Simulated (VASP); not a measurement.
# H in VASP: further runs

Runs on H. Level: r2SCAN. Tasks: electric field gradients.

All numbers are computed with VASP 6.6.1; they aren't measurements. Logs are shortened: lines on timing, memory, paths and dates and some standing lists are left out, and cuts for length are marked.

**1. The cell of the first run**

Symmetry: I4/mmm, No. 139, tetragonal system. Conventional cell: a = 3.383 Å, b = 3.383 Å, c = 4.117 Å, α = 90.00°, β = 90.00°, γ = 90.00°. H (site symmetry 4mm) has 1 H at 0.74 Å within 1.0 Å.

**2. Electric field gradients, r2SCAN**

POSCAR reads:

```
H
1.0
   -1.6915344700      1.6915344700      2.0584739900
    1.6915344700     -1.6915344700      2.0584739900
    1.6915344700      1.6915344700     -2.0584739900
H
2
Direct
    0.9098622900      0.9098622900      0.0000000000
    0.0901377100      0.0901377100      0.0000000000
```

INCAR.step1 reads:

```
ALGO = Normal
EDIFF = 1E-4
ENCUT = 520
GGA = PE
ISMEAR = -1
LASPH = True
LCHARG = False
LREAL = False
LWAVE = True
NBANDS = 8
NELM = 100
PREC = Accurate
SIGMA = 0.01
```

INCAR.step2 reads:

```
ALGO = Normal
EDIFF = 1E-8
ENCUT = 520
ISIF = 2
ISMEAR = -1
ISTART = 1
LASPH = True
LCHARG = False
LEFG = True
LMIXTAU = True
LREAL = False
LWAVE = False
METAGGA = R2SCAN
NBANDS = 8
NELM = 100
PREC = Accurate
SIGMA = 0.01
```

KPOINTS reads:

```
k-points
0
Gamma
  12 12 12
```

Potentials or basis: VASP PAW PBE potentials, release 64 (H).

Run with:

```sh
$ cat potpaw_PBE.64/H/POTCAR > POTCAR
$ cp INCAR.step1 INCAR
$ mpirun -np 1 vasp_std > vasp.out
$ cp INCAR.step2 INCAR
$ mpirun -np 1 vasp_std > vasp.out
```

OUTCAR:

```text
EDIFF = 1E-8
   ENCUT = 520
   ISIF = 2
   ISMEAR = -1
   ISTART = 1
   LASPH = True
   LREAL = False
   METAGGA = R2SCAN
   NELM = 100
   PREC = Accurate

 ion  position               nearest neighbor table
   1  0.910  0.910  0.000-   2 0.74
   2  0.090  0.090  0.000-   1 0.74

  LATTYP: Found a body centered tetragonal cell.
 ALAT       =     3.3830689400
 C/A-ratio  =     1.2169270130

  Lattice vectors:

 A1 = (  -1.6915344700,   1.6915344700,   2.0584739900)
 A2 = (   1.6915344700,  -1.6915344700,   2.0584739900)
 A3 = (   1.6915344700,   1.6915344700,  -2.0584739900)

Analysis of symmetry for initial positions (statically):
=====================================================================
 Subroutine PRICEL returns:
 Original cell was already a primitive cell.

 Routine SETGRP: Setting up the symmetry group for a
 body centered tetragonal supercell.

 Subroutine GETGRP returns: Found 16 space group operations
 (whereof 16 operations were pure point group operations)
 out of a pool of 16 trial point group operations.

The static configuration has the point symmetry D_4h.

Analysis of symmetry for dynamics (positions and initial velocities):
=====================================================================
 Subroutine PRICEL returns:
 Original cell was already a primitive cell.

 Routine SETGRP: Setting up the symmetry group for a
 body centered tetragonal supercell.

 Subroutine GETGRP returns: Found 16 space group operations
 (whereof 16 operations were pure point group operations)
 out of a pool of 16 trial point group operations.

The dynamic configuration has the point symmetry D_4h.

 Subroutine INISYM returns: Found 16 space group operations
 (whereof 16 operations are pure point group operations),
 and found     1 'primitive' translations

----------------------------------------------------------------------------------------

                                     Primitive cell

  volume of cell :      23.5596

  direct lattice vectors                    reciprocal lattice vectors
    -1.691534470  1.691534470  2.058473990     0.000000000  0.295589602  0.242898381
     1.691534470 -1.691534470  2.058473990     0.295589602  0.000000000  0.242898381
     1.691534470  1.691534470 -2.058473990     0.295589602  0.295589602  0.000000000

  length of vectors
     3.155929799  3.155929799  3.155929799     0.382587031  0.382587031  0.418026823

  position of ions in fractional coordinates (direct lattice)
     0.909862290  0.909862290  0.000000000
     0.090137710  0.090137710  0.000000000

  ion indices of the primitive-cell ions
   primitive index   ion index
                 1           1
                 2           2

----------------------------------------------------------------------------------------

 KPOINTS: k-points

Automatic generation of k-mesh.
 Grid dimensions read from file:
 generate k-points for:   12   12   12

 Generating k-lattice:

  Cartesian coordinates                     Fractional coordinates (reciprocal lattice)
     0.000000000  0.024632467  0.020241532     0.083333333  0.000000000  0.000000000
     0.024632467  0.000000000  0.020241532     0.000000000  0.083333333  0.000000000
     0.024632467  0.024632467  0.000000000     0.000000000  0.000000000  0.083333333

  Length of vectors
     0.031882253  0.031882253  0.034835569

  Shift w.r.t. Gamma in fractional coordinates (k-lattice)
     0.000000000  0.000000000  0.000000000

 Subroutine IBZKPT returns following result:
 ===========================================

 Found    163 irreducible k-points:

 Following reciprocal coordinates:
            Coordinates               Weight
  0.000000  0.000000  0.000000      1.000000
  0.083333  0.000000 -0.000000      8.000000
  0.166667 -0.000000  0.000000      8.000000
  0.250000 -0.000000  0.000000      8.000000
  0.333333 -0.000000  0.000000      8.000000
  0.416667 -0.000000  0.000000      8.000000
[... 16 lines left out ...]
  0.500000  0.166667  0.000000     16.000000
 -0.416667  0.166667  0.000000     16.000000
 [... further k-points ...]
   k-points           NKPTS =    163   k-points in BZ     NKDIM =    163   number of bands    NBANDS=      8
   number of dos      NEDOS =    301   number of ions     NIONS =      2
   total plane-waves  NPLWV =  13824
   dimension x,y,z NGX =    24 NGY =   24 NGZ =   24
   dimension x,y,z NGXF=    48 NGYF=   48 NGZF=   48
   ions per type =               2
   NGX,Y,Z   is equivalent  to a cutoff of  12.64, 12.64, 12.64 a.u.
   NGXF,Y,Z  is equivalent  to a cutoff of  25.29, 25.29, 25.29 a.u.
 SYSTEM =  unknown system
   PREC   = accura    normal or accurate (medium, high low for compatibility)
   ISTART =      1    job   : 0-new  1-cont  2-samecut
   ICHARG =      0    charge: 1-file 2-atom 10-const
   ISPIN  =      1    spin polarized calculation?
   LNONCOLLINEAR =      F non collinear calculations
   LSORBIT =      F    spin-orbit coupling
   LASPH  =      T    aspherical Exc in radial PAW
   ENCUT  =  520.0 eV  38.22 Ry    6.18 a.u.   5.87  5.87  5.87*2*pi/ulx,y,z
   NELM   =    100;   NELMIN=  2; NELMDL=  0     # of ELM steps
   EDIFF  = 0.1E-07   stopping-criterion for ELM
   LREAL  =      F    real-space projection
   EDIFFG = 0.1E-06   stopping-criterion for IOM
   NSW    =      0    number of steps for IOM
   IBRION =     -1    ionic relax: 0-MD 1-quasi-New 2-CG
   NFREE  =      0    steps in history (QN), initial steepest desc. (CG)
   ISIF   =      2    stress and relaxation
   ISYM   =      2    0-nonsym 1-usesym 2-fastsym
   POTIM  = 0.5000    time-step for ionic-motion
   TEBEG  =    0.0;   TEEND  =   0.0 temperature during run
   PSTRESS=    0.0 pullay stress
   NELECT =       2.0000    total number of electrons
   NUPDOWN=      -1.0000    fix difference up-down
   EMIN   =  10.00;   EMAX   =-10.00  energy-range for DOS
   EFERMI =   0.00;   METHOD = LEGACY
   ISMEAR =    -1;   SIGMA  =   0.01  broadening in eV -4-tet -1-fermi 0-gaus
   EFERMI_NEDOS =   21; number of points for ismear=-14 and -15
   IALGO  =     38    algorithm
   IMIX   =      4    mixing-type and parameters
     AMIX     =   0.40;   BMIX     =  1.00
     AMIX_MAG =   1.60;   BMIX_MAG =  1.00
  volume/ion in A,a.u.               =      11.78        79.49
  Fermi-wavevector in a.u.,A,eV,Ry     =   0.719497  1.359653  7.043413  0.517676
  Thomas-Fermi vector in A             =   1.808708
   LORBIT       =      0    0 simple, 1 ext, 2 COOP (PROOUT), +10 PAW based schemes
   METAGGA = R2SCAN    functional components
   LHFCALC =     F    Hartree Fock is set to
   AEXX    =    0.0000 exact exchange contribution
   IVDW    =     0    specifies the selected vdW correction
   LEPSILON=     F    determine dielectric tensor
   LRPA    =     F    only Hartree local field effects (RPA)
 non-spin polarized calculation
  energy-cutoff  :      520.00
  volume of cell :       23.56
 maximum number of plane-waves:       645
   NGX = 11   NGY = 11   NGZ = 11

 number of electron       2.0000000 magnetization

 Free energy of the ion-electron system (eV)
  ---------------------------------------------------
  ext. energy  EPLUGINS =         0.00000000
  ---------------------------------------------------
  free energy    TOTEN  =        -6.90202338 eV

  energy without entropy =       -6.90202338  energy(sigma->0) =       -6.90202338

 E-fermi :  -8.3940     XC(G=0):  -5.3744

 val. band max:       -8.6373060220   @ k =   0.5000   0.5000   0.5000
 cond. band min:       1.0289301825   @ k =   0.5000  -0.0000   0.0000
 fundamental gap:      9.6662362045
 Fermi energy:        -8.3940358782

 k-point     1 :       0.0000    0.0000    0.0000
  band No.  band energies     occupation
      1     -11.0261      2.00000
      2       6.0568      0.00000
      3       9.2786      0.00000
      4      15.9207      0.00000
      5      15.9207      0.00000
      6      18.7438      0.00000
      7      18.7438      0.00000
      8      19.9961      0.00000

 k-point     2 :       0.0833    0.0000   -0.0000
  band No.  band energies     occupation
      1     -10.9408      2.00000
      2       5.5903      0.00000
      3       9.5066      0.00000
      4      15.1580      0.00000
      5      15.3996      0.00000
      6      18.4673      0.00000
      7      19.2160      0.00000
      8      19.6934      0.00000

 k-point     3 :       0.1667   -0.0000    0.0000
  band No.  band energies     occupation
      1     -10.6965      2.00000
      2       4.5319      0.00000
      3       9.8805      0.00000
      4      13.5597      0.00000
      5      14.5179      0.00000
      6      18.8488      0.00000
      7      18.9425      0.00000
      8      19.4730      0.00000

 k-point     4 :       0.2500   -0.0000    0.0000
  band No.  band energies     occupation
      1     -10.3329      2.00000
      2       3.2980      0.00000
      3      10.0794      0.00000
      4      12.1849      0.00000
      5      13.7493      0.00000
      6      17.7520      0.00000
      7      18.3939      0.00000
      8      20.4591      0.00000

 k-point     5 :       0.3333   -0.0000    0.0000
  band No.  band energies     occupation
      1      -9.9252      2.00000
      2       2.1542      0.00000
      3       9.9745      0.00000
      4      11.3930      0.00000
      5      13.1910      0.00000
      6      16.8490      0.00000
      7      17.9999      0.00000
      8      20.8538      0.00000
[... 177 lines left out ...]
 k-point    22 :       0.4167    0.1667    0.0000
  band No.  band energies     occupation
      1      -9.3385      2.00000
      2       1.4839      0.00000
      3       7.0125      0.00000
      4      10.5269      0.00000
      5      13.3024      0.00000
      6      16.5685      0.00000
      7      19.5675      0.00000
      8      22.9199      0.00000

 k-point    23 :       0.5000    0.1667    0.0000
  band No.  band energies     occupation
      1      -9.4178      2.00000
      2       1.7658      0.00000
      3       7.0480      0.00000
      4      10.4486      0.00000
      5      12.9787      0.00000
      6      16.5899      0.00000
      7      19.8561      0.00000
      8      22.5657      0.00000

 k-point    24 :      -0.4167    0.1667    0.0000
  band No.  band energies     occupation
      1      -9.6919      2.00000
      2       2.4639      0.00000
      3       7.3948      0.00000
      4      10.6320      0.00000
      5      12.9255      0.00000
      6      16.9306      0.00000
      7      19.9654      0.00000
      8      20.3811      0.00000

 [... further k-points ...]

------------------------ aborting loop because EDIFF is reached ----------------------------------------

  FORCE on cell =-STRESS in cart. coord.  units (eV):
  Direction    XX          YY          ZZ          XY          YZ          ZX
  --------------------------------------------------------------------------------------
  -------------------------------------------------------------------------------------
  Total       -0.0001996     -0.0001996      0.0004285      0.0000000     -0.0000000      0.0000000
  in kB       -0.0135707     -0.0135707      0.0291432      0.0000000     -0.0000000      0.0000000
  external PRESSURE =       0.0006673 kB  Pullay stress =       0.0000000 kB

 VOLUME and BASIS-vectors are now :
 -----------------------------------------------------------------------------
  energy-cutoff  :      520.00
  volume of cell :       23.56
      direct lattice vectors                 reciprocal lattice vectors
    -1.691534470  1.691534470  2.058473990     0.000000000  0.295589602  0.242898381
     1.691534470 -1.691534470  2.058473990     0.295589602  0.000000000  0.242898381
     1.691534470  1.691534470 -2.058473990     0.295589602  0.295589602  0.000000000

 POSITION                                       TOTAL-FORCE (eV/Angst)
 -----------------------------------------------------------------------------------
      0.00000      0.00000      3.74586        -0.000000     -0.000000      0.003299
      0.00000      0.00000      0.37109         0.000000      0.000000     -0.003299
 -----------------------------------------------------------------------------------
    total drift:                               -0.000000      0.000000      0.000000

  FREE ENERGIE OF THE ION-ELECTRON SYSTEM (eV)
  ---------------------------------------------------
  free  energy   TOTEN  =        -6.9020233848 eV

  energy  without entropy=       -6.9020233848  energy(sigma->0) =       -6.90202338

 Electric field gradients (V/A^2)
---------------------------------------------------------------------
 ion       V_xx      V_yy      V_zz      V_xy      V_xz      V_yz
---------------------------------------------------------------------
   1     -16.385   -16.385    32.770     0.000     0.000     0.000
   2     -16.385   -16.385    32.770     0.000     0.000     0.000
---------------------------------------------------------------------

 Electric field gradients after diagonalization (V/A^2)
 (convention: |V_zz| > |V_xx| > |V_yy|)
----------------------------------------------------------------------
 ion       V_xx      V_yy      V_zz     asymmetry (V_yy - V_xx)/ V_zz
----------------------------------------------------------------------
   1     -16.386   -16.385    32.770       0.000
   2     -16.386   -16.385    32.770       0.000
----------------------------------------------------------------------

           NMR quadrupolar parameters

 Cq : quadrupolar parameter    Cq=e*Q*V_zz/h
 eta: asymmetry parameters     (V_yy - V_xx)/ V_zz
 Q  : nuclear electric quadrupole moment in mb (millibarn)
----------------------------------------------------------------------
 ion       Cq(MHz)       eta       Q (mb)
----------------------------------------------------------------------
   1       0.079       0.000       1.000
   2       0.079       0.000       1.000
----------------------------------------------------------------------
```

Run time: 2.2 min. Hardware: 1 thread of Intel Xeon 8259CL, shared host; peak memory 0.15 GiB.

What came out:

| Item | Value |
| --- | --- |
| Free energy | -6.9020 eV |
| Pressure | 0.0 GPa |
| Largest force | 0.003 eV/Å |
| Band gap on the k mesh | 9.67 eV (least direct gap 10.49 eV) |
| Largest electric field gradient by atom | H +32.8 V/Å² |

Forces in eV/Å, atoms in the order of the input:
```
H    0.000  0.000  0.003
H    0.000  0.000 -0.003
```

Levels at points of the mesh, in eV from the valence-band top:
```csv
k point,band 1,band 2,band 3,band 4,band 5,band 6
"(0.00, 0.00, 0.00)",-2.39,14.69,17.92,24.56,24.56,27.38
"(0.50, 0.00, 0.00)",-0.82,9.67,18.19,19.71,21.39,24.73
"(0.50, 0.50, 0.00)",-0.61,11.54,14.88,17.32,20.00,21.32
"(0.50, 0.50, 0.50)",0.00,10.91,16.55,17.16,17.16,19.63
```

Electric field gradients, principal values (V/Å²):
```csv
atom,least,middle,greatest (by size)
1 H,-16.385,-16.386,32.770
2 H,-16.385,-16.386,32.770
```

Caveat: without QUAD_EFG the Cq values of the log hold for a quadrupole moment of 1 mb, not for the nuclei; the PAW data sets were made with another functional, which shifts forces and pressure a little. A k mesh can miss the band edges.

[end of part 1 of 2]
